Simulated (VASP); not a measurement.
# TaN in VASP: further runs, part 2 of 3

VASP 6.6.1.

**3. Electric field gradients, PBE (z stretched by +4 % at fixed volume)**

File INCAR:

```
  ALGO = Normal
  EDIFF = 1E-8
  ENCUT = 520
  GGA = PE
  ISIF = 2
  ISMEAR = -1
  LASPH = T
  LCHARG = F
  LEFG = T
  LREAL = F
  LWAVE = F
  NBANDS = 15
  NELM = 100
  PREC = Accurate
  SIGMA = 0.02
```

File KPOINTS:

```
k-points
0
Gamma
  12 12 10
```

File POSCAR:

```
TaN
1.0
    2.8809449058      0.0000000000      0.0000000000
   -1.4404724529      2.4949714753      0.0000000000
    0.0000000000      0.0000000000      2.9983200000
Ta N
1 1
Direct
    0.3333333333      0.6666666667      0.5000000000
    0.0000000000      0.0000000000      0.0000000000
```

Potentials or basis: VASP PAW PBE potentials, release 64 (Ta_pv, N).

The run is started by

```sh
$ cat potpaw_PBE.64/Ta_pv/POTCAR potpaw_PBE.64/N/POTCAR > POTCAR
$ mpirun -np 1 vasp_std > vasp.out
```

OUTCAR:

```text
EDIFF = 1E-8
   ENCUT = 520
   GGA = PE
   ISIF = 2
   ISMEAR = -1
   LASPH = T
   LREAL = F
   NELM = 100
   PREC = Accurate

 ion  position               nearest neighbor table
   1  0.333  0.667  0.500-   2 2.24   2 2.24   2 2.24   2 2.24   2 2.24   2 2.24
   2  0.000  0.000  0.000-   1 2.24   1 2.24   1 2.24   1 2.24   1 2.24   1 2.24

  LATTYP: Found a hexagonal cell.
 ALAT       =     2.8809449058
 C/A-ratio  =     1.0407418739

  Lattice vectors:

 A1 = (   2.8809449058,   0.0000000000,   0.0000000000)
 A2 = (  -1.4404724529,   2.4949714753,   0.0000000000)
 A3 = (   0.0000000000,   0.0000000000,   2.9983200000)

Analysis of symmetry for initial positions (statically):
=====================================================================
 Subroutine PRICEL returns:
 Original cell was already a primitive cell.

 Routine SETGRP: Setting up the symmetry group for a
[... 621 lines left out ...]
  energy-cutoff  :      520.00
  volume of cell :       21.55
      direct lattice vectors                 reciprocal lattice vectors
     2.880944906  0.000000000  0.000000000     0.347108339  0.200403093  0.000000000
    -1.440472453  2.494971475  0.000000000     0.000000000  0.400806186  0.000000000
     0.000000000  0.000000000  2.998320000     0.000000000  0.000000000  0.333520105

 POSITION                                       TOTAL-FORCE (eV/Angst)
 -----------------------------------------------------------------------------------
     -0.00000      1.66331      1.49916        -0.000000      0.000000      0.000000
      0.00000      0.00000      0.00000         0.000000     -0.000000      0.000000
 -----------------------------------------------------------------------------------
    total drift:                                0.000000     -0.000000     -0.000000

  FREE ENERGIE OF THE ION-ELECTRON SYSTEM (eV)
  ---------------------------------------------------
  free  energy   TOTEN  =       -22.3486201904 eV

  energy  without entropy=      -22.3485465610  energy(sigma->0) =      -22.34858338

 Electric field gradients (V/A^2)
---------------------------------------------------------------------
 ion       V_xx      V_yy      V_zz      V_xy      V_xz      V_yz
---------------------------------------------------------------------
   1     -26.019   -26.019    52.037     0.000     0.000    -0.000
   2      -5.328    -5.328    10.656     0.001    -0.000     0.000
---------------------------------------------------------------------

 Electric field gradients after diagonalization (V/A^2)
 (convention: |V_zz| > |V_xx| > |V_yy|)
----------------------------------------------------------------------
 ion       V_xx      V_yy      V_zz     asymmetry (V_yy - V_xx)/ V_zz
----------------------------------------------------------------------
   1     -26.019   -26.018    52.037       0.000
   2      -5.328    -5.327    10.656       0.000
----------------------------------------------------------------------

           NMR quadrupolar parameters

 Cq : quadrupolar parameter    Cq=e*Q*V_zz/h
 eta: asymmetry parameters     (V_yy - V_xx)/ V_zz
 Q  : nuclear electric quadrupole moment in mb (millibarn)
----------------------------------------------------------------------
 ion       Cq(MHz)       eta       Q (mb)
----------------------------------------------------------------------
   1       0.126       0.000       1.000
   2       0.026       0.000       1.000
----------------------------------------------------------------------
```

OSZICAR:

```text
N       E                     dE             d eps       ncg     rms          rms(c)
DAV:   1     0.910103138749E+02    0.91010E+02   -0.87311E+03  3428   0.113E+03
DAV:   2    -0.220697458823E+02   -0.11308E+03   -0.10637E+03  4134   0.307E+02
DAV:   3    -0.248901426246E+02   -0.28204E+01   -0.28071E+01  3840   0.449E+01
DAV:   4    -0.249017564733E+02   -0.11614E-01   -0.11610E-01  4526   0.313E+00
DAV:   5    -0.249018296520E+02   -0.73179E-04   -0.73177E-04  3868   0.230E-01    0.232E+01
DAV:   6    -0.224373839922E+02    0.24644E+01   -0.40470E+00  4555   0.238E+01    0.974E+00
DAV:   7    -0.223793039254E+02    0.58080E-01   -0.71117E-01  3770   0.645E+00    0.688E+00
DAV:   8    -0.223571596566E+02    0.22144E-01   -0.16252E-01  4260   0.348E+00    0.154E+00
DAV:   9    -0.223486203405E+02    0.85393E-02   -0.17189E-02  3819   0.111E+00    0.184E-01
DAV:  10    -0.223486889315E+02   -0.68591E-04   -0.13135E-03  4106   0.405E-01    0.735E-02
DAV:  11    -0.223486207397E+02    0.68192E-04   -0.88344E-05  4141   0.104E-01    0.116E-02
DAV:  12    -0.223486204430E+02    0.29666E-06   -0.12114E-05  3854   0.322E-02    0.397E-03
DAV:  13    -0.223486203651E+02    0.77989E-07   -0.97595E-08  4148   0.339E-03    0.202E-03
DAV:  14    -0.223486201815E+02    0.18360E-06   -0.25453E-08  4134   0.160E-03    0.297E-04
DAV:  15    -0.223486201904E+02   -0.89378E-08   -0.10078E-09  1794   0.366E-04
   1 F= -.22348620E+02 E0= -.22348583E+02  d E =-.736294E-04
```

stdout:

```text
POSCAR found type information on POSCAR TaN
 POSCAR found :  2 types and       2 ions
 scaLAPACK will be used
 LDA part: xc-table for (Slater+PW92), standard interpolation
 POSCAR, INCAR and KPOINTS ok, starting setup
 FFT: planning ... GRIDC
 FFT: planning ... GRID_SOFT
 FFT: planning ... GRID
 WAVECAR not read
 entering main loop
ion   1

ion   2
```

Wall time 12 s (1 thread of Intel Xeon 6975P-C (Granite Rapids), shared host); peak memory 0.16 GiB.

Results:

| Item | Value |
| --- | --- |
| Free energy | -22.3486 eV |
| Pressure | 4.6 GPa |
| Band gap on the k mesh | zero (band 8 reaches 8.47 eV, above the bottom of band 9 at 8.08 eV) |

Stress tensor (GPa, compression positive):
```
 16.52   0.00   0.00
  0.00  16.52   0.00
  0.00   0.00 -19.38
```

Levels at points of the mesh, in eV from the Fermi level:
```tsv
k point	band 5	band 6	band 7	band 8	band 9	band 10	band 11	band 12
(0.00, 0.00, 0.00)	-4.44	-4.09	-4.09	-3.25	2.74	3.24	3.24	3.92
(0.50, 0.00, 0.00)	-8.19	-5.65	-3.57	-2.86	2.79	4.50	4.88	5.70
(0.00, 0.00, 0.50)	-9.40	-3.24	-3.24	-0.17	-0.17	1.51	3.71	3.71
(0.50, 0.00, 0.50)	-7.28	-6.25	-5.25	-0.61	4.11	5.47	5.71	7.12
```

Electric field gradients, principal values (V/Å²):
```tsv
atom	least	middle	greatest (by size)
1 Ta	-26.018	-26.019	52.037
2 N	-5.327	-5.328	10.656
```

Caveat: without QUAD_EFG the Cq values of the log hold for a quadrupole moment of 1 mb, not for the nuclei; spin-orbit coupling is left out, which moves the levels of the heavy elements.

**4. Electric field gradients, PBE (z stretched by -3 % at fixed volume)**

File INCAR:

```
PREC = Accurate ; ENCUT = 520
EDIFF = 1E-8 ; ISMEAR = -1
SIGMA = 0.02 ; LREAL = False
LASPH = True ; NELM = 80
ALGO = Normal ; ISIF = 2
LWAVE = False ; LCHARG = False
GGA = PE ; LEFG = True
NBANDS = 15
```

File KPOINTS:

```
regular mesh
0
Gamma
  12 12 10
```

File POSCAR:

```
TaN
1.0
    2.9830858739      0.0000000000      0.0000000000
   -1.4915429370      2.5834281485      0.0000000000
    0.0000000000      0.0000000000      2.7965100000
Ta N
1 1
Direct
    0.3333333333      0.6666666667      0.5000000000
    0.0000000000      0.0000000000      0.0000000000
```

Potentials or basis: VASP PAW PBE potentials, release 64 (Ta_pv, N).

The run is started by

```sh
$ cat potpaw_PBE.64/Ta_pv/POTCAR potpaw_PBE.64/N/POTCAR > POTCAR
$ mpirun -np 1 vasp_std > vasp.out
```

OUTCAR:

```text
PREC = Accurate
   ENCUT = 520
   EDIFF = 1E-8
   ISMEAR = -1
   LREAL = False
   LASPH = True
   NELM = 80
   ISIF = 2
   GGA = PE

 ion  position               nearest neighbor table
   1  0.333  0.667  0.500-   2 2.22   2 2.22   2 2.22   2 2.22   2 2.22   2 2.22
   2  0.000  0.000  0.000-   1 2.22   1 2.22   1 2.22   1 2.22   1 2.22   1 2.22

  LATTYP: Found a hexagonal cell.
 ALAT       =     2.9830858739
 C/A-ratio  =     0.9374554130

  Lattice vectors:

 A1 = (   2.9830858739,   0.0000000000,   0.0000000000)
 A2 = (  -1.4915429370,   2.5834281485,   0.0000000000)
 A3 = (   0.0000000000,   0.0000000000,   2.7965100000)

Analysis of symmetry for initial positions (statically):
=====================================================================
 Subroutine PRICEL returns:
 Original cell was already a primitive cell.

 Routine SETGRP: Setting up the symmetry group for a
 hexagonal supercell.

 Subroutine GETGRP returns: Found 12 space group operations
 (whereof 12 operations were pure point group operations)
 out of a pool of 24 trial point group operations.

The static configuration has the point symmetry D_3h.

Analysis of symmetry for dynamics (positions and initial velocities):
=====================================================================
 Subroutine PRICEL returns:
 Original cell was already a primitive cell.

 Routine SETGRP: Setting up the symmetry group for a
 hexagonal supercell.

 Subroutine GETGRP returns: Found 12 space group operations
 (whereof 12 operations were pure point group operations)
 out of a pool of 24 trial point group operations.

The dynamic configuration has the point symmetry D_3h.
[... 165 lines left out ...]
     10      12.1060      0.00000
     11      12.1060      0.00000
     12      12.3916      0.00000
     13      12.3916      0.00000
     14      21.4618      0.00000
[... 401 lines left out ...]
      2     -26.5161      2.00000
      3     -26.4692      2.00000
      4      -7.8840      2.00000
      5       0.6159      2.00000
      6       3.5068      2.00000
      7       4.3250      2.00000
      8       5.5694      2.00000
      9      10.9328      0.00000
     10      11.2537      0.00000
     11      12.9617      0.00000
     12      13.3498      0.00000
     13      15.3559      0.00000
     14      21.2726      0.00000
     15      21.6765      0.00000

 [... further k-points ...]
[... 5 lines left out ...]
  --------------------------------------------------------------------------------------
  -------------------------------------------------------------------------------------
  Total       -0.4415674     -0.4415674      3.7639946      0.0000000      0.0000000      0.0000000
  in kB      -32.8268414    -32.8268414    279.8214863      0.0000000      0.0000000      0.0000000
  external PRESSURE =      71.3892679 kB  Pullay stress =       0.0000000 kB

 VOLUME and BASIS-vectors are now :
 -----------------------------------------------------------------------------
  energy-cutoff  :      520.00
  volume of cell :       21.55
      direct lattice vectors                 reciprocal lattice vectors
     2.983085874  0.000000000  0.000000000     0.335223337  0.193541284  0.000000000
    -1.491542937  2.583428148  0.000000000     0.000000000  0.387082567  0.000000000
     0.000000000  0.000000000  2.796510000     0.000000000  0.000000000  0.357588566

 POSITION                                       TOTAL-FORCE (eV/Angst)
 -----------------------------------------------------------------------------------
     -0.00000      1.72229      1.39826         0.000000      0.000000      0.000000
      0.00000      0.00000      0.00000         0.000000      0.000000      0.000000
 -----------------------------------------------------------------------------------
    total drift:                                0.000000     -0.000000     -0.000000

  FREE ENERGIE OF THE ION-ELECTRON SYSTEM (eV)
  ---------------------------------------------------
  free  energy   TOTEN  =       -22.3744631951 eV

  energy  without entropy=      -22.3743804289  energy(sigma->0) =      -22.37442181

 Electric field gradients (V/A^2)
---------------------------------------------------------------------
 ion       V_xx      V_yy      V_zz      V_xy      V_xz      V_yz
---------------------------------------------------------------------
   1       4.562     4.563    -9.125     0.000     0.000    -0.000
   2       3.871     3.872    -7.743     0.001    -0.000    -0.000
---------------------------------------------------------------------

 Electric field gradients after diagonalization (V/A^2)
 (convention: |V_zz| > |V_xx| > |V_yy|)
----------------------------------------------------------------------
 ion       V_xx      V_yy      V_zz     asymmetry (V_yy - V_xx)/ V_zz
----------------------------------------------------------------------
   1       4.563     4.562    -9.125       0.000
   2       3.873     3.870    -7.743       0.000
----------------------------------------------------------------------

           NMR quadrupolar parameters

 Cq : quadrupolar parameter    Cq=e*Q*V_zz/h
 eta: asymmetry parameters     (V_yy - V_xx)/ V_zz
 Q  : nuclear electric quadrupole moment in mb (millibarn)
----------------------------------------------------------------------
 ion       Cq(MHz)       eta       Q (mb)
----------------------------------------------------------------------
   1      -0.022       0.000       1.000
   2      -0.019       0.000       1.000
----------------------------------------------------------------------
```

OSZICAR:

```text
N       E                     dE             d eps       ncg     rms          rms(c)
DAV:   1     0.918677970711E+02    0.91868E+02   -0.88025E+03  3420   0.113E+03
DAV:   2    -0.220057479366E+02   -0.11387E+03   -0.10745E+03  4085   0.308E+02
DAV:   3    -0.248935949565E+02   -0.28878E+01   -0.28723E+01  3903   0.453E+01
DAV:   4    -0.249057903424E+02   -0.12195E-01   -0.12192E-01  4470   0.317E+00
DAV:   5    -0.249058627887E+02   -0.72446E-04   -0.72445E-04  3966   0.229E-01    0.238E+01
DAV:   6    -0.224556723448E+02    0.24502E+01   -0.40273E+00  4303   0.237E+01    0.100E+01
DAV:   7    -0.224010970826E+02    0.54575E-01   -0.53385E-01  3889   0.604E+00    0.706E+00
DAV:   8    -0.223829355976E+02    0.18161E-01   -0.15504E-01  4071   0.333E+00    0.177E+00
DAV:   9    -0.223744722845E+02    0.84633E-02   -0.16677E-02  3791   0.108E+00    0.173E-01
DAV:  10    -0.223745261596E+02   -0.53875E-04   -0.11665E-03  4239   0.376E-01    0.110E-01
DAV:  11    -0.223744630773E+02    0.63082E-04   -0.94446E-05  4001   0.965E-02    0.123E-02
DAV:  12    -0.223744631903E+02   -0.11302E-06   -0.10261E-05  3924   0.296E-02    0.420E-03
DAV:  13    -0.223744631951E+02   -0.48242E-08   -0.74040E-08  4218   0.285E-03
   1 F= -.22374463E+02 E0= -.22374422E+02  d E =-.827663E-04
```

Wall time 11 s (1 thread of Intel Xeon 6975P-C (Granite Rapids), shared host); peak memory 0.16 GiB.

What came out:

```
Free energy            : -22.3745 eV
Pressure               : 7.1 GPa
Band gap on the k mesh : zero (band 8 reaches 8.61 eV, above the bottom of band 9 at 8.24 eV)
```

Stress tensor (GPa, compression positive):
```
-3.28  0.00  0.00
 0.00 -3.28  0.00
 0.00  0.00 27.98
```

Electric field gradients, principal values (V/Å²):
```csv
atom,least,middle,greatest (by size)
1 Ta,4.562,4.563,-9.125
2 N,3.870,3.873,-7.743
```

Caveat: without QUAD_EFG the Cq values of the log hold for a quadrupole moment of 1 mb, not for the nuclei; spin-orbit coupling is left out, which moves the levels of the heavy elements.

(Continued in part 3 of 3.)
